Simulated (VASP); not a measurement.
# As (Fm-3m) in VASP: notebook

As is run at these levels: r2SCAN; tasks: single point.

Everything below comes from runs of VASP 6.6.1. Logs are shortened: lines on timing, memory, paths and dates and some standing lists are left out, and cuts for length are marked.

### Step 1. The cell of the first run

It takes space group Fm-3m (No. 225, cubic). The conventional cell has a = 4.244 Å, b = 4.244 Å, c = 4.244 Å, α = 90.00°, β = 90.00°, γ = 90.00°. Within 4.0 Å of As (site symmetry m-3m) lie 12 As at 3.00 Å.

### Step 2. Single point, r2SCAN

POSCAR reads:

```
As
1.0
    0.0000000000      2.1218457410      2.1218457410
    2.1218457410      0.0000000000      2.1218457410
    2.1218457410      2.1218457410      0.0000000000
As
1
Direct
    0.0000000000      0.0000000000      0.0000000000
```

INCAR.step1 reads:

```
SYSTEM = As
  PREC = Accurate
  ENCUT = 520
  ISMEAR = -1
  SIGMA = 0.1
  LREAL = .False.
  LASPH = .True.
  NELM = 80
  NBANDS = 8
  GGA = PE
  ALGO = Normal
  EDIFF = 1E-4
  LWAVE = .True.
  LCHARG = .False.
```

INCAR.step2 reads:

```
SYSTEM = As
  PREC = Accurate
  ENCUT = 520
  EDIFF = 1E-6
  ISMEAR = -1
  SIGMA = 0.1
  LREAL = .False.
  LASPH = .True.
  NELM = 80
  ALGO = Normal
  ISIF = 2
  LWAVE = .False.
  LCHARG = .False.
  METAGGA = R2SCAN
  LMIXTAU = .True.
  NBANDS = 8
  ISTART = 1
```

KPOINTS reads:

```
regular mesh
0
Gamma
  14 14 14
  0 0 0
```

Potentials or basis: VASP PAW PBE potentials, release 64 (As).

On the command line:

```sh
$ cat potpaw_PBE.64/As/POTCAR > POTCAR
$ cp INCAR.step1 INCAR
$ mpirun -np 1 vasp_std > vasp.out
$ cp INCAR.step2 INCAR
$ mpirun -np 1 vasp_std > vasp.out
```

OUTCAR:

```text
SYSTEM = As
   PREC = Accurate
   ENCUT = 520
   EDIFF = 1E-6
   ISMEAR = -1
   LREAL = .False.
   LASPH = .True.
   NELM = 80
   ISIF = 2
   METAGGA = R2SCAN
   ISTART = 1

 ion  position               nearest neighbor table
   1  0.000  0.000  0.000-

  LATTYP: Found a face centered cubic cell.
 ALAT       =     4.2436914820

  Lattice vectors:

 A1 = (   0.0000000000,   2.1218457410,   2.1218457410)
 A2 = (   2.1218457410,   0.0000000000,   2.1218457410)
 A3 = (   2.1218457410,   2.1218457410,   0.0000000000)

Analysis of symmetry for initial positions (statically):
=====================================================================
 Subroutine PRICEL returns:
 Original cell was already a primitive cell.

 Routine SETGRP: Setting up the symmetry group for a
 face centered cubic supercell.

 Subroutine GETGRP returns: Found 48 space group operations
 (whereof 48 operations were pure point group operations)
 out of a pool of 48 trial point group operations.

The static configuration has the point symmetry O_h .

Analysis of symmetry for dynamics (positions and initial velocities):
=====================================================================
 Subroutine PRICEL returns:
 Original cell was already a primitive cell.

 Routine SETGRP: Setting up the symmetry group for a
 face centered cubic supercell.

 Subroutine GETGRP returns: Found 48 space group operations
 (whereof 48 operations were pure point group operations)
 out of a pool of 48 trial point group operations.

The dynamic configuration has the point symmetry O_h .

 Subroutine INISYM returns: Found 48 space group operations
 (whereof 48 operations are pure point group operations),
 and found     1 'primitive' translations

----------------------------------------------------------------------------------------

                                     Primitive cell

  volume of cell :      19.1061

  direct lattice vectors                    reciprocal lattice vectors
     0.000000000  2.121845741  2.121845741    -0.235643897  0.235643897  0.235643897
     2.121845741  0.000000000  2.121845741     0.235643897 -0.235643897  0.235643897
     2.121845741  2.121845741  0.000000000     0.235643897  0.235643897 -0.235643897

  length of vectors
     3.000743024  3.000743024  3.000743024     0.408147203  0.408147203  0.408147203

  position of ions in fractional coordinates (direct lattice)
[... 72 lines left out ...]
   LNONCOLLINEAR =      F non collinear calculations
   LSORBIT =      F    spin-orbit coupling
   LASPH  =      T    aspherical Exc in radial PAW
   ENCUT  =  520.0 eV  38.22 Ry    6.18 a.u.   5.58  5.58  5.58*2*pi/ulx,y,z
   NELM   =     80;   NELMIN=  2; NELMDL=  0     # of ELM steps
   EDIFF  = 0.1E-05   stopping-criterion for ELM
   LREAL  =      F    real-space projection
   EDIFFG = 0.1E-04   stopping-criterion for IOM
   NSW    =      0    number of steps for IOM
   IBRION =     -1    ionic relax: 0-MD 1-quasi-New 2-CG
   NFREE  =      0    steps in history (QN), initial steepest desc. (CG)
   ISIF   =      2    stress and relaxation
   ISYM   =      2    0-nonsym 1-usesym 2-fastsym
   POTIM  = 0.5000    time-step for ionic-motion
   TEBEG  =    0.0;   TEEND  =   0.0 temperature during run
   PSTRESS=    0.0 pullay stress
   NELECT =       5.0000    total number of electrons
   NUPDOWN=      -1.0000    fix difference up-down
   EMIN   =  10.00;   EMAX   =-10.00  energy-range for DOS
   EFERMI =   0.00;   METHOD = LEGACY
   ISMEAR =    -1;   SIGMA  =   0.10  broadening in eV -4-tet -1-fermi 0-gaus
   EFERMI_NEDOS =   21; number of points for ismear=-14 and -15
   IALGO  =     38    algorithm
   IMIX   =      4    mixing-type and parameters
     AMIX     =   0.40;   BMIX     =  1.00
     AMIX_MAG =   1.60;   BMIX_MAG =  1.00
  volume/ion in A,a.u.               =      19.11       128.93
  Fermi-wavevector in a.u.,A,eV,Ry     =   1.047147  1.978821 14.919020  1.096517
  Thomas-Fermi vector in A             =   2.182015
   LORBIT       =      0    0 simple, 1 ext, 2 COOP (PROOUT), +10 PAW based schemes
   METAGGA = R2SCAN    functional components
   LHFCALC =     F    Hartree Fock is set to
   AEXX    =    0.0000 exact exchange contribution
   IVDW    =     0    specifies the selected vdW correction
   LEPSILON=     F    determine dielectric tensor
   LRPA    =     F    only Hartree local field effects (RPA)
 non-spin polarized calculation
  energy-cutoff  :      520.00
  volume of cell :       19.11
 maximum number of plane-waves:       533
 NGX is ok and might be reduce to    24
   NGX = 11   NGY = 11   NGZ = 11

 number of electron       5.0000001 magnetization

 Free energy of the ion-electron system (eV)
  ---------------------------------------------------
  ext. energy  EPLUGINS =         0.00000000
  ---------------------------------------------------
  free energy    TOTEN  =       -13.95964904 eV

  energy without entropy =      -13.93538339  energy(sigma->0) =      -13.94751621

 E-fermi :   6.4369     XC(G=0): -11.3466

 val. band max:        6.4064406024   @ k =  -0.3571   0.2143   0.0714
 cond. band min:       6.4773562540   @ k =  -0.2143   0.2143   0.0714
 fundamental gap:      0.0709156516
 Fermi energy:         6.4368840764

 k-point     1 :       0.0000    0.0000    0.0000
  band No.  band energies     occupation
      1      -9.4952      2.00000
      2      12.3873      0.00000
      3      12.3873      0.00000
      4      12.3873      0.00000
      5      19.3065      0.00000
      6      19.3065      0.00000
      7      19.3065      0.00000
      8      21.7924      0.00000
[... 243 lines left out ...]
 k-point    24 :       0.2857    0.1429    0.0000
  band No.  band energies     occupation
      1      -7.6700      2.00000
      2       6.0120      1.97184
      3       9.6356      0.00000
      4       9.9352      0.00000
      5      16.2375      0.00000
      6      18.3034      0.00000
      7      22.0988      0.00000
      8      22.5543      0.00000

 [... further k-points ...]
[... 5 lines left out ...]
  --------------------------------------------------------------------------------------
  -------------------------------------------------------------------------------------
  Total       -0.0255214     -0.0255214     -0.0255214     -0.0000000      0.0000000      0.0000000
  in kB       -2.1401433     -2.1401433     -2.1401433     -0.0000000      0.0000000      0.0000000
  external PRESSURE =      -2.1401433 kB  Pullay stress =       0.0000000 kB

 VOLUME and BASIS-vectors are now :
 -----------------------------------------------------------------------------
  energy-cutoff  :      520.00
  volume of cell :       19.11
      direct lattice vectors                 reciprocal lattice vectors
     0.000000000  2.121845741  2.121845741    -0.235643897  0.235643897  0.235643897
     2.121845741  0.000000000  2.121845741     0.235643897 -0.235643897  0.235643897
     2.121845741  2.121845741  0.000000000     0.235643897  0.235643897 -0.235643897

 POSITION                                       TOTAL-FORCE (eV/Angst)
 -----------------------------------------------------------------------------------
      0.00000      0.00000      0.00000         0.000000      0.000000      0.000000
 -----------------------------------------------------------------------------------
    total drift:                               -0.000000     -0.000000     -0.000000

  FREE ENERGIE OF THE ION-ELECTRON SYSTEM (eV)
  ---------------------------------------------------
  free  energy   TOTEN  =       -13.9596490410 eV

  energy  without entropy=      -13.9353833858  energy(sigma->0) =      -13.94751621
```

It took 63 s on 1 thread of AMD EPYC 9R45 (Zen 5), shared host; peak memory 0.11 GiB.

Results:

* Free energy: -13.9596 eV
* Pressure: -0.2 GPa

Caveat: the PAW data sets were made with another functional, which shifts forces and pressure a little.

### Step 3. Single point, r2SCAN (volume scaled by 1.04)

POSCAR reads:

```
As
1.0
    0.0000000000      2.1497679660      2.1497679660
    2.1497679660      0.0000000000      2.1497679660
    2.1497679660      2.1497679660      0.0000000000
As
1
Direct
    0.0000000000      0.0000000000      0.0000000000
```

INCAR.step1 reads:

```
SYSTEM = As
ALGO = Normal
EDIFF = 1E-4
ENCUT = 520
GGA = PE
ISMEAR = -1
LASPH = .True.
LCHARG = .False.
LREAL = .False.
LWAVE = .True.
NBANDS = 8
NELM = 80
PREC = Accurate
SIGMA = 0.1
```

INCAR.step2 reads:

```
SYSTEM = As
ALGO = Normal
EDIFF = 1E-7
ENCUT = 520
ISIF = 2
ISMEAR = -1
ISTART = 1
LASPH = .True.
LCHARG = .True.
LELF = .True.
LMIXTAU = .True.
LREAL = .False.
LVHAR = .True.
LWAVE = .False.
METAGGA = R2SCAN
NBANDS = 8
NELM = 80
PREC = Accurate
SIGMA = 0.1
```

KPOINTS reads:

```
k-points
0
Gamma
  14 14 14
  0 0 0
```

Potentials or basis: VASP PAW PBE potentials, release 64 (As).

On the command line:

```sh
$ cat potpaw_PBE.64/As/POTCAR > POTCAR
$ cp INCAR.step1 INCAR
$ mpirun -np 1 vasp_std > vasp.out
$ cp INCAR.step2 INCAR
$ mpirun -np 1 vasp_std > vasp.out
```

Run time: 57 s. Hardware: 1 thread of AMD EPYC 9R45 (Zen 5), shared host; peak memory 0.11 GiB.

It converged, with:

| Item | Value |
| --- | --- |
| Free energy | -13.9513 eV |
| Pressure | -3.2 GPa |

Levels at points of the mesh, in eV from the Fermi level:
```csv
k point,band 1,band 2,band 3,band 4,band 5
"(0.00, 0.00, 0.00)",-15.57,5.63,5.63,5.63,12.72
"(0.50, 0.00, 0.00)",-11.17,-6.83,3.90,3.90,10.08
"(0.50, 0.50, 0.00)",-9.30,-5.81,0.42,0.42,5.55
```

Caveat: the PAW data sets were made with another functional, which shifts forces and pressure a little.

### Step 4. Single point, r2SCAN (volume scaled by 1.08)

POSCAR reads:

```
As
1.0
    0.0000000000      2.1769831078      2.1769831078
    2.1769831078      0.0000000000      2.1769831078
    2.1769831078      2.1769831078      0.0000000000
As
1
Direct
    0.0000000000      0.0000000000      0.0000000000
```

INCAR.step1 reads:

```
ALGO = Normal
EDIFF = 1E-4
ENCUT = 520
GGA = PE
ISMEAR = -1
LASPH = T
LCHARG = F
LREAL = F
LWAVE = T
NBANDS = 8
NELM = 100
PREC = Accurate
SIGMA = 0.1
```

INCAR.step2 reads:

```
ALGO = Normal
EDIFF = 1E-6
ENCUT = 520
ISIF = 2
ISMEAR = -1
ISTART = 1
LASPH = T
LCHARG = F
LMIXTAU = T
LREAL = F
LWAVE = F
METAGGA = R2SCAN
NBANDS = 8
NELM = 100
PREC = Accurate
SIGMA = 0.1
```

KPOINTS reads:

```
k-points
0
Gamma
  14 14 14
```

Potentials or basis: VASP PAW PBE potentials, release 64 (As).

On the command line:

```sh
$ cat potpaw_PBE.64/As/POTCAR > POTCAR
$ cp INCAR.step1 INCAR
$ mpirun -np 1 vasp_std > vasp.out
$ cp INCAR.step2 INCAR
$ mpirun -np 1 vasp_std > vasp.out
```

OUTCAR:

```text
EDIFF = 1E-6
   ENCUT = 520
   ISIF = 2
   ISMEAR = -1
   ISTART = 1
   LASPH = T
   LREAL = F
   METAGGA = R2SCAN
   NELM = 100
   PREC = Accurate

 ion  position               nearest neighbor table
   1  0.000  0.000  0.000-

  LATTYP: Found a face centered cubic cell.
 ALAT       =     4.3539662156

  Lattice vectors:

 A1 = (   0.0000000000,   2.1769831078,   2.1769831078)
 A2 = (   2.1769831078,   0.0000000000,   2.1769831078)
 A3 = (   2.1769831078,   2.1769831078,   0.0000000000)

Analysis of symmetry for initial positions (statically):
=====================================================================
 Subroutine PRICEL returns:
 Original cell was already a primitive cell.

 Routine SETGRP: Setting up the symmetry group for a
 face centered cubic supercell.

 Subroutine GETGRP returns: Found 48 space group operations
 (whereof 48 operations were pure point group operations)
 out of a pool of 48 trial point group operations.

[... 153 lines left out ...]
  ext. energy  EPLUGINS =         0.00000000
  ---------------------------------------------------
  free energy    TOTEN  =       -13.93026875 eV

  energy without entropy =      -13.90387497  energy(sigma->0) =      -13.91707186

 E-fermi :   5.5811     XC(G=0): -10.9736

 val. band max:        5.5081340421   @ k =  -0.3571   0.2143   0.0714
 cond. band min:       5.5924552640   @ k =   0.2857   0.2143   0.0000
 fundamental gap:      0.0843212219
 Fermi energy:         5.5811181207

 k-point     1 :       0.0000    0.0000    0.0000
  band No.  band energies     occupation
      1      -9.6514      2.00000
      2      10.9144      0.00000
      3      10.9144      0.00000
      4      10.9144      0.00000
      5      18.1596      0.00000
      6      18.1596      0.00000
      7      18.1596      0.00000
      8      19.6591      0.00000
[... 243 lines left out ...]
 k-point    24 :       0.2857    0.1429    0.0000
  band No.  band energies     occupation
      1      -7.9661      2.00000
      2       5.0615      1.98899
      3       8.4959      0.00000
      4       8.7124      0.00000
      5      15.2350      0.00000
      6      17.1509      0.00000
      7      20.5346      0.00000
      8      21.1016      0.00000

 [... further k-points ...]
[... 5 lines left out ...]
  --------------------------------------------------------------------------------------
  -------------------------------------------------------------------------------------
  Total       -0.7120543     -0.7120543     -0.7120543     -0.0000000      0.0000000      0.0000000
  in kB      -55.2877037    -55.2877037    -55.2877037     -0.0000000      0.0000000      0.0000000
  external PRESSURE =     -55.2877037 kB  Pullay stress =       0.0000000 kB

 VOLUME and BASIS-vectors are now :
 -----------------------------------------------------------------------------
  energy-cutoff  :      520.00
  volume of cell :       20.63
      direct lattice vectors                 reciprocal lattice vectors
     0.000000000  2.176983108  2.176983108    -0.229675645  0.229675645  0.229675645
     2.176983108  0.000000000  2.176983108     0.229675645 -0.229675645  0.229675645
     2.176983108  2.176983108  0.000000000     0.229675645  0.229675645 -0.229675645

 POSITION                                       TOTAL-FORCE (eV/Angst)
 -----------------------------------------------------------------------------------
      0.00000      0.00000      0.00000        -0.000000     -0.000000     -0.000000
 -----------------------------------------------------------------------------------
    total drift:                               -0.000000      0.000000      0.000000

  FREE ENERGIE OF THE ION-ELECTRON SYSTEM (eV)
  ---------------------------------------------------
  free  energy   TOTEN  =       -13.9302687547 eV

  energy  without entropy=      -13.9038749747  energy(sigma->0) =      -13.91707186
```

Wall time 56 s (1 thread of AMD EPYC 9R45 (Zen 5), shared host); peak memory 0.11 GiB.

Results:

```
Free energy : -13.9303 eV
Pressure    : -5.5 GPa
```

Levels at points of the mesh, in eV from the Fermi level:
```csv
k point,band 1,band 2,band 3,band 4,band 5,band 6
"(0.00, 0.00, 0.00)",-15.23,5.33,5.33,5.33,12.58,12.58
"(0.50, 0.00, 0.00)",-11.07,-6.55,3.70,3.70,9.83,11.59
"(0.50, 0.50, 0.00)",-9.32,-5.57,0.40,0.40,5.55,6.04
```

Caveat: the PAW data sets were made with another functional, which shifts forces and pressure a little.

(Continued in part 2 of 2.)
